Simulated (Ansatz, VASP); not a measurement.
# One calculation of Si, two programs

```
Si
1.0
    -2.25100    2.36850    1.30050
     2.25100   -2.36850    1.30050
     2.25100    2.36850   -1.30050
Si
2
Direct
  0.80700 0.55700 0.25000
  0.19300 0.44300 0.75000
```

Change from the starting cell: zz strain of +2 %, crystal datasets.

Alike in both runs: task electric field gradients; functional PBE; k mesh 16 × 16 × 16; occupations fermi-dirac, width 0.05 eV; no spin polarisation.

|  | VASP | Ansatz |
| --- | --- | --- |
| version | VASP 6.6.1 | Ansatz 0.2.0 |
| potentials or method | VASP PAW PBE potentials, release 64 (Si), cutoff 520 eV | all-electron PAW with datasets made for the crystal, scalar-relativistic |

```tsv
	VASP	Ansatz	Ansatz less VASP
pressure (GPa)	12.6	12.7	+0.07
traceless stress, the component that is largest in VASP (GPa)	3.40	3.41	+0.004
rms of the force components (eV/Å)	0.014	0.012	-0.0019
size of Vzz on the site where it differs most (V/Å²)	28.4	27.9	-0.44
```

Atom by atom the forces differ by 0.002 eV/Å (rms over components). Ansatz ran all-electron here, and VASP with PAW potentials.
